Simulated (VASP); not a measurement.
# MgS in VASP: a series of runs, part 2 of 2

VASP 6.6.1. Earlier steps stand in the parts before.

### 5 Single point, PBE (strained)

INCAR reads:

```
  PREC = Accurate
  ENCUT = 520
  EDIFF = 1E-6
  ISMEAR = 0
  SIGMA = 0.02
  LREAL = False
  LASPH = True
  NELM = 100
  ALGO = Normal
  ISIF = 2
  LWAVE = False
  LCHARG = True
  GGA = PE
  LELF = True
  LVHAR = True
  NBANDS = 11
```

KPOINTS reads:

```
regular mesh
0
Gamma
  8 8 8
```

POSCAR reads:

```
MgS
1.0
    0.0000000000      2.7656067961      2.7656067961
    2.7656067961      0.0000000000      2.7656067961
    2.7656067961      2.7656067961      0.0000000000
Mg S
1 1
Direct
    0.0000000000      0.0000000000      0.0000000000
    0.7500000000      0.7500000000      0.7500000000
```

Potentials or basis: VASP PAW PBE potentials, release 64 (Mg, S).

Launch:

```bash
> cat potpaw_PBE.64/Mg/POTCAR potpaw_PBE.64/S/POTCAR > POTCAR
> mpirun -np 1 vasp_std > vasp.out
```

OUTCAR:

```text
PREC = Accurate
   ENCUT = 520
   EDIFF = 1E-6
   ISMEAR = 0
   LREAL = False
   LASPH = True
   NELM = 100
   ISIF = 2
   GGA = PE

 ion  position               nearest neighbor table
   1  0.000  0.000  0.000-   2 2.40   2 2.40   2 2.40   2 2.40
   2  0.750  0.750  0.750-   1 2.40   1 2.40   1 2.40   1 2.40

  LATTYP: Found a face centered cubic cell.
 ALAT       =     5.5312135922

  Lattice vectors:

 A1 = (   0.0000000000,   2.7656067961,   2.7656067961)
 A2 = (   2.7656067961,   0.0000000000,   2.7656067961)
 A3 = (   2.7656067961,   2.7656067961,   0.0000000000)

Analysis of symmetry for initial positions (statically):
=====================================================================
 Subroutine PRICEL returns:
 Original cell was already a primitive cell.

 Routine SETGRP: Setting up the symmetry group for a
 face centered cubic supercell.

 Subroutine GETGRP returns: Found 24 space group operations
 (whereof 24 operations were pure point group operations)
 out of a pool of 48 trial point group operations.

The static configuration has the point symmetry T_d .

Analysis of symmetry for dynamics (positions and initial velocities):
=====================================================================
 Subroutine PRICEL returns:
 Original cell was already a primitive cell.

 Routine SETGRP: Setting up the symmetry group for a
 face centered cubic supercell.

 Subroutine GETGRP returns: Found 24 space group operations
 (whereof 24 operations were pure point group operations)
 out of a pool of 48 trial point group operations.

The dynamic configuration has the point symmetry T_d .

 Subroutine INISYM returns: Found 24 space group operations
 (whereof 24 operations are pure point group operations),
 and found     1 'primitive' translations

----------------------------------------------------------------------------------------

                                     Primitive cell
[... 113 lines left out ...]
  Fermi-wavevector in a.u.,A,eV,Ry     =   0.939661  1.775701 12.013430  0.882962
  Thomas-Fermi vector in A             =   2.066995
   LORBIT       =      0    0 simple, 1 ext, 2 COOP (PROOUT), +10 PAW based schemes
   GGA     = PE    functional components
   LHFCALC =     F    Hartree Fock is set to
   AEXX    =    0.0000 exact exchange contribution
   IVDW    =     0    specifies the selected vdW correction
   LEPSILON=     F    determine dielectric tensor
   LRPA    =     F    only Hartree local field effects (RPA)
 non-spin polarized calculation
 Gauss-broadening in eV      SIGMA  =   0.02
  energy-cutoff  :      520.00
  volume of cell :       42.31
 maximum number of plane-waves:      1158
 NGX is ok and might be reduce to    30
   NGX = 15   NGY = 15   NGZ = 15

 number of electron       7.9999999 magnetization

 Free energy of the ion-electron system (eV)
  ---------------------------------------------------
  ext. energy  EPLUGINS =         0.00000000
  ---------------------------------------------------
  free energy    TOTEN  =        -8.40898293 eV

  energy without entropy =       -8.40898293  energy(sigma->0) =       -8.40898293

 E-fermi :   1.6741     XC(G=0):  -8.6626

 val. band max:        1.5168305237   @ k =   0.0000   0.0000   0.0000
 cond. band min:       5.3336761844   @ k =   0.0000   0.0000   0.0000
 fundamental gap:      3.8168456607
 Fermi energy:         1.6740908794

 k-point     1 :       0.0000    0.0000    0.0000
  band No.  band energies     occupation
      1      -9.9935      2.00000
      2       1.5168      2.00000
      3       1.5168      2.00000
      4       1.5168      2.00000
      5       5.3337      0.00000
      6       9.6451      0.00000
      7       9.6451      0.00000
      8       9.6451      0.00000
      9      12.4910      0.00000
     10      12.4910      0.00000
     11      15.8239      0.00000
[... 309 lines left out ...]
 k-point    24 :      -0.3750    0.2500    0.1250
  band No.  band energies     occupation
      1      -9.0733      2.00000
      2      -1.4701      2.00000
      3       0.1184      2.00000
      4       0.8172      2.00000
      5       7.6598      0.00000
      6       8.2554      0.00000
      7      10.5529      0.00000
      8      10.6391      0.00000
      9      13.2981      0.00000
     10      14.7385      0.00000
     11      16.1806      0.00000

 [... further k-points ...]
[... 5 lines left out ...]
  --------------------------------------------------------------------------------------
  -------------------------------------------------------------------------------------
  Total        1.5138149      1.5138149      1.5138149      0.0000000      0.0000000      0.0000000
  in kB       57.3300173     57.3300173     57.3300173      0.0000000      0.0000000      0.0000000
  external PRESSURE =      57.3300173 kB  Pullay stress =       0.0000000 kB

 VOLUME and BASIS-vectors are now :
 -----------------------------------------------------------------------------
  energy-cutoff  :      520.00
  volume of cell :       42.31
      direct lattice vectors                 reciprocal lattice vectors
     0.000000000  2.765606796  2.765606796    -0.180792150  0.180792150  0.180792150
     2.765606796  0.000000000  2.765606796     0.180792150 -0.180792150  0.180792150
     2.765606796  2.765606796  0.000000000     0.180792150  0.180792150 -0.180792150

 POSITION                                       TOTAL-FORCE (eV/Angst)
 -----------------------------------------------------------------------------------
      0.00000      0.00000      0.00000        -0.000000      0.000000     -0.000000
      4.14841      4.14841      4.14841         0.000000     -0.000000      0.000000
 -----------------------------------------------------------------------------------
    total drift:                                0.000000      0.000000      0.000000

  FREE ENERGIE OF THE ION-ELECTRON SYSTEM (eV)
  ---------------------------------------------------
  free  energy   TOTEN  =        -8.4089829288 eV

  energy  without entropy=       -8.4089829288  energy(sigma->0) =       -8.40898293
```

OSZICAR:

```text
N       E                     dE             d eps       ncg     rms          rms(c)
DAV:   1     0.244687093191E+02    0.24469E+02   -0.35639E+03   662   0.583E+02
DAV:   2    -0.717550833419E+01   -0.31644E+02   -0.30482E+02   777   0.100E+02
DAV:   3    -0.890526115558E+01   -0.17298E+01   -0.17270E+01   781   0.254E+01
DAV:   4    -0.891834341710E+01   -0.13082E-01   -0.13080E-01   767   0.268E+00
DAV:   5    -0.891849020880E+01   -0.14679E-03   -0.14679E-03   770   0.279E-01    0.423E+00
DAV:   6    -0.844048602715E+01    0.47800E+00   -0.11347E+00   689   0.407E+00    0.331E+00
DAV:   7    -0.840245644365E+01    0.38030E-01   -0.27878E-01   746   0.219E+00    0.258E+00
DAV:   8    -0.840955441224E+01   -0.70980E-02   -0.21280E-02   701   0.889E-01    0.143E+00
DAV:   9    -0.840879574291E+01    0.75867E-03   -0.22459E-03   728   0.240E-01    0.405E-01
DAV:  10    -0.840897751215E+01   -0.18177E-03   -0.52231E-04   707   0.110E-01    0.845E-02
DAV:  11    -0.840898150510E+01   -0.39930E-05   -0.50659E-05   755   0.296E-02    0.418E-02
DAV:  12    -0.840898292228E+01   -0.14172E-05   -0.48944E-06   728   0.115E-02    0.609E-03
DAV:  13    -0.840898292879E+01   -0.65131E-08   -0.17899E-07   526   0.235E-03
   1 F= -.84089829E+01 E0= -.84089829E+01  d E =-.931383E-31
```

It took 14 s on 1 thread of Intel Xeon Platinum 8375C at 2.90GHz (Ice Lake), shared host; peak memory 0.16 GiB.

Results:

| Item | Value |
| --- | --- |
| Free energy | -8.4090 eV |
| Pressure | 5.7 GPa |
| Band gap on the k mesh | 3.82 eV, direct |

Caveat: the cell differs from its parent crystal (strained). A k mesh can miss the band edges.

### 6 Single point, PBE (one atom moved)

INCAR reads:

```
PREC     = Accurate       # precision mode
ENCUT    = 520            # plane-wave cutoff, eV
EDIFF    = 1E-6           # SCF threshold, eV
ISMEAR   = 0              # smearing method
SIGMA    = 0.02           # smearing width, eV
LREAL    = False          # projectors in reciprocal space
LASPH    = True           # aspherical terms in the spheres
NELM     = 100            # most SCF steps
ALGO     = Normal         # electronic algorithm
ISIF     = 2              # what is computed and relaxed
LWAVE    = False          # write WAVECAR
LCHARG   = False          # write CHGCAR
GGA      = PE             # functional
NBANDS   = 11             # bands
```

KPOINTS reads:

```
Automatic mesh
0
Gamma
  8 8 8
```

POSCAR reads:

```
MgS
1.0
    0.0000000000      2.8331200468      2.8331200468
    2.8331200468      0.0000000000      2.8331200468
    2.8331200468      2.8331200468      0.0000000000
Mg S
1 1
Direct
    0.0000000000      0.0000000000      0.0000000000
    0.7579417743      0.7420582257      0.7579417743
```

Potentials or basis: VASP PAW PBE potentials, release 64 (Mg, S).

Launch:

```bash
> cat potpaw_PBE.64/Mg/POTCAR potpaw_PBE.64/S/POTCAR > POTCAR
> mpirun -np 1 vasp_std > vasp.out
```

OUTCAR:

```text
PREC = Accurate
   ENCUT = 520
   EDIFF = 1E-6
   ISMEAR = 0
   LREAL = False
   LASPH = True
   NELM = 100
   ISIF = 2
   GGA = PE

 ion  position               nearest neighbor table
   1  0.000  0.000  0.000-   2 2.43   2 2.43   2 2.48   2 2.48
   2  0.758  0.742  0.758-   1 2.43   1 2.43   1 2.48   1 2.48

  LATTYP: Found a face centered cubic cell.
 ALAT       =     5.6662400936

  Lattice vectors:

 A1 = (   0.0000000000,   2.8331200468,   2.8331200468)
 A2 = (   2.8331200468,   0.0000000000,   2.8331200468)
 A3 = (   2.8331200468,   2.8331200468,   0.0000000000)

Analysis of symmetry for initial positions (statically):
=====================================================================
 Subroutine PRICEL returns:
 Original cell was already a primitive cell.

 Routine SETGRP: Setting up the symmetry group for a
 face centered cubic supercell.

 Subroutine GETGRP returns: Found  4 space group operations
 (whereof  4 operations were pure point group operations)
 out of a pool of 48 trial point group operations.

The static configuration has the point symmetry C_2v.

Analysis of symmetry for dynamics (positions and initial velocities):
=====================================================================
 Subroutine PRICEL returns:
 Original cell was already a primitive cell.

 Routine SETGRP: Setting up the symmetry group for a
 face centered cubic supercell.

 Subroutine GETGRP returns: Found  4 space group operations
 (whereof  4 operations were pure point group operations)
 out of a pool of 48 trial point group operations.

The dynamic configuration has the point symmetry C_2v.

 Subroutine INISYM returns: Found  4 space group operations
 (whereof  4 operations are pure point group operations),
 and found     1 'primitive' translations

----------------------------------------------------------------------------------------

                                     Primitive cell

  volume of cell :      45.4805

  direct lattice vectors                    reciprocal lattice vectors
     0.000000000  2.833120047  2.833120047    -0.176483874  0.176483874  0.176483874
     2.833120047  0.000000000  2.833120047     0.176483874 -0.176483874  0.176483874
     2.833120047  2.833120047  0.000000000     0.176483874  0.176483874 -0.176483874

  length of vectors
     4.006636794  4.006636794  4.006636794     0.305679036  0.305679036  0.305679036

  position of ions in fractional coordinates (direct lattice)
     0.000000000  0.000000000  0.000000000
     0.757941774  0.742058226  0.757941774

  ion indices of the primitive-cell ions
   primitive index   ion index
                 1           1
                 2           2

----------------------------------------------------------------------------------------

 KPOINTS: Automatic mesh

Automatic generation of k-mesh.
 Grid dimensions read from file:
 generate k-points for:    8    8    8

 Generating k-lattice:

  Cartesian coordinates                     Fractional coordinates (reciprocal lattice)
    -0.022060484  0.022060484  0.022060484     0.125000000  0.000000000  0.000000000
     0.022060484 -0.022060484  0.022060484     0.000000000  0.125000000  0.000000000
     0.022060484  0.022060484 -0.022060484     0.000000000  0.000000000  0.125000000

  Length of vectors
     0.038209879  0.038209879  0.038209879

  Shift w.r.t. Gamma in fractional coordinates (k-lattice)
     0.000000000  0.000000000  0.000000000

 Subroutine IBZKPT returns following result:
 ===========================================

 Found     95 irreducible k-points:

 Following reciprocal coordinates:
            Coordinates               Weight
  0.000000  0.000000  0.000000      1.000000
  0.125000  0.000000  0.000000      4.000000
  0.000000  0.125000  0.000000      4.000000
  0.250000  0.000000  0.000000      4.000000
  0.000000  0.250000  0.000000      4.000000
  0.375000  0.000000  0.000000      4.000000
[... 16 lines left out ...]
  0.500000  0.375000  0.500000      4.000000
 -0.375000  0.125000  0.000000      8.000000
 [... further k-points ...]
   k-points           NKPTS =     95   k-points in BZ     NKDIM =     95   number of bands    NBANDS=     11
   number of dos      NEDOS =    301   number of ions     NIONS =      2
   total plane-waves  NPLWV =  27000
   dimension x,y,z NGX =    30 NGY =   30 NGZ =   30
   dimension x,y,z NGXF=    60 NGYF=   60 NGZF=   60
   ions per type =               1   1
   NGX,Y,Z   is equivalent  to a cutoff of  12.45, 12.45, 12.45 a.u.
   NGXF,Y,Z  is equivalent  to a cutoff of  24.90, 24.90, 24.90 a.u.
 SYSTEM =  unknown system
   PREC   = accura    normal or accurate (medium, high low for compatibility)
   ISTART =      0    job   : 0-new  1-cont  2-samecut
   ICHARG =      2    charge: 1-file 2-atom 10-const
   ISPIN  =      1    spin polarized calculation?
   LNONCOLLINEAR =      F non collinear calculations
   LSORBIT =      F    spin-orbit coupling
   LASPH  =      T    aspherical Exc in radial PAW
   ENCUT  =  520.0 eV  38.22 Ry    6.18 a.u.   7.45  7.45  7.45*2*pi/ulx,y,z
   NELM   =    100;   NELMIN=  2; NELMDL= -5     # of ELM steps
   EDIFF  = 0.1E-05   stopping-criterion for ELM
   LREAL  =      F    real-space projection
   EDIFFG = 0.1E-04   stopping-criterion for IOM
   NSW    =      0    number of steps for IOM
   IBRION =     -1    ionic relax: 0-MD 1-quasi-New 2-CG
   NFREE  =      0    steps in history (QN), initial steepest desc. (CG)
   ISIF   =      2    stress and relaxation
   ISYM   =      2    0-nonsym 1-usesym 2-fastsym
   POTIM  = 0.5000    time-step for ionic-motion
   TEBEG  =    0.0;   TEEND  =   0.0 temperature during run
   PSTRESS=    0.0 pullay stress
   NELECT =       8.0000    total number of electrons
   NUPDOWN=      -1.0000    fix difference up-down
   EMIN   =  10.00;   EMAX   =-10.00  energy-range for DOS
   EFERMI =   0.00;   METHOD = LEGACY
   ISMEAR =     0;   SIGMA  =   0.02  broadening in eV -4-tet -1-fermi 0-gaus
   EFERMI_NEDOS =   21; number of points for ismear=-14 and -15
   IALGO  =     38    algorithm
   IMIX   =      4    mixing-type and parameters
     AMIX     =   0.40;   BMIX     =  1.00
     AMIX_MAG =   1.60;   BMIX_MAG =  1.00
  volume/ion in A,a.u.               =      22.74       153.46
  Fermi-wavevector in a.u.,A,eV,Ry     =   0.917269  1.733386 11.447692  0.841382
  Thomas-Fermi vector in A             =   2.042218
   LORBIT       =      0    0 simple, 1 ext, 2 COOP (PROOUT), +10 PAW based schemes
   GGA     = PE    functional components
   LHFCALC =     F    Hartree Fock is set to
   AEXX    =    0.0000 exact exchange contribution
   IVDW    =     0    specifies the selected vdW correction
   LEPSILON=     F    determine dielectric tensor
   LRPA    =     F    only Hartree local field effects (RPA)
 non-spin polarized calculation
 Gauss-broadening in eV      SIGMA  =   0.02
  energy-cutoff  :      520.00
  volume of cell :       45.48
 maximum number of plane-waves:      1243
 NGX is ok and might be reduce to    30
   NGX = 15   NGY = 15   NGZ = 15

 number of electron       7.9999999 magnetization

 Free energy of the ion-electron system (eV)
  ---------------------------------------------------
  ext. energy  EPLUGINS =         0.00000000
  ---------------------------------------------------
  free energy    TOTEN  =        -8.46560337 eV

  energy without entropy =       -8.46560337  energy(sigma->0) =       -8.46560337

 E-fermi :   1.1958     XC(G=0):  -8.3809

 val. band max:        1.1036043613   @ k =   0.0000   0.0000   0.0000
 cond. band min:       4.4936476685   @ k =   0.0000   0.0000   0.0000
 fundamental gap:      3.3900433073
 Fermi energy:         1.1957988855

 k-point     1 :       0.0000    0.0000    0.0000
  band No.  band energies     occupation
      1     -10.2116      2.00000
      2       0.9909      2.00000
      3       1.0495      2.00000
      4       1.1036      2.00000
      5       4.4936      0.00000
      6       8.9847      0.00000
      7       8.9930      0.00000
      8       9.0028      0.00000
      9      11.8728      0.00000
     10      11.8804      0.00000
     11      14.7375      0.00000
[... 309 lines left out ...]
 k-point    24 :      -0.3750    0.1250    0.0000
  band No.  band energies     occupation
      1      -9.5460      2.00000
      2      -1.7751      2.00000
      3       0.2311      2.00000
      4       0.7166      2.00000
      5       6.7259      0.00000
      6       8.0235      0.00000
      7       9.0301      0.00000
      8       9.7850      0.00000
      9      12.4575      0.00000
     10      13.8989      0.00000
     11      14.7546      0.00000

 [... further k-points ...]
[... 5 lines left out ...]
  --------------------------------------------------------------------------------------
  -------------------------------------------------------------------------------------
  Total        0.2453252      0.2252936      0.2453252      0.0000000      0.0000000      0.2726751
  in kB        8.6422702      7.9365989      8.6422702      0.0000000      0.0000000      9.6057473
  external PRESSURE =       8.4070464 kB  Pullay stress =       0.0000000 kB

 VOLUME and BASIS-vectors are now :
 -----------------------------------------------------------------------------
  energy-cutoff  :      520.00
  volume of cell :       45.48
      direct lattice vectors                 reciprocal lattice vectors
     0.000000000  2.833120047  2.833120047    -0.176483874  0.176483874  0.176483874
     2.833120047  0.000000000  2.833120047     0.176483874 -0.176483874  0.176483874
     2.833120047  2.833120047  0.000000000     0.176483874  0.176483874 -0.176483874

 POSITION                                       TOTAL-FORCE (eV/Angst)
 -----------------------------------------------------------------------------------
      0.00000      0.00000      0.00000         0.000000      0.250708      0.000000
      4.24968      4.29468      4.24968        -0.000000     -0.250708     -0.000000
 -----------------------------------------------------------------------------------
    total drift:                               -0.000000     -0.000015     -0.000000

  FREE ENERGIE OF THE ION-ELECTRON SYSTEM (eV)
  ---------------------------------------------------
  free  energy   TOTEN  =        -8.4656033709 eV

  energy  without entropy=       -8.4656033709  energy(sigma->0) =       -8.46560337
```

Wall time 36 s (1 thread of Intel Xeon Platinum 8375C at 2.90GHz (Ice Lake), shared host); peak memory 0.2 GiB.

Results:

```yaml
Free_energy: -8.4656 eV
Pressure: 0.8 GPa
Largest_force: 0.251 eV/Å
Band_gap_on_the_k_mesh: 3.39 eV, direct
```

Forces in eV/Å, atoms in the order of the input:
```
Mg   0.000  0.251  0.000
S    0.000 -0.251  0.000
```

Levels at points of the mesh, in eV from the valence-band top:
```
           k point  band 1  band 2  band 3  band 4  band 5  band 6  band 7  band 8  band 9
(0.00, 0.00, 0.00)  -11.32   -0.11   -0.05    0.00    3.39    7.88    7.89    7.90   10.77
(0.50, 0.00, 0.00)  -10.64   -3.15   -0.43   -0.36    5.05    7.53    7.60    8.55   12.80
(0.00, 0.50, 0.00)  -10.63   -3.20   -0.40   -0.33    5.05    7.56    7.64    8.53   12.80
(0.50, 0.50, 0.00)  -10.42   -2.86   -1.08   -1.08    3.83    5.59   11.08   12.22   12.23
(0.50, 0.00, 0.50)  -10.42   -2.86   -1.13   -1.04    3.83    5.59   11.08   12.21   12.23
```

Caveat: the cell differs from its parent crystal (one atom moved). A k mesh can miss the band edges.

### 7 Summary

| cell | gap on the mesh (eV) | pressure (GPa) | largest force (eV/Å) |
| --- | --- | --- | --- |
| a = 4.049 Å, angles 60.0°, 2 atoms | 3.29 | -1.0 | - |
| a = 4.119 Å, angles 60.0°, 2 atoms | 3.05 | -3.3 | - |
| a = 3.989, b = 3.989, c = 4.006 Å, angles 60.4, 60.4, 59.2°, 2 atoms | 3.35 | 1.6 | 0.66 |
| a = 3.911 Å, angles 60.0°, 2 atoms | 3.82 | 5.7 | - |
| a = 4.007 Å, angles 60.0°, 2 atoms | 3.39 | 0.8 | 0.25 |

Alike in all rows: task single point; level PBE; potentials or basis VASP PAW PBE potentials, release 64 (Mg, S); no spin polarisation; k mesh 8 × 8 × 8; cutoff (eV) 520; smearing gaussian 0.02 eV.

Absolute energies hang on the potentials; compare differences alone.
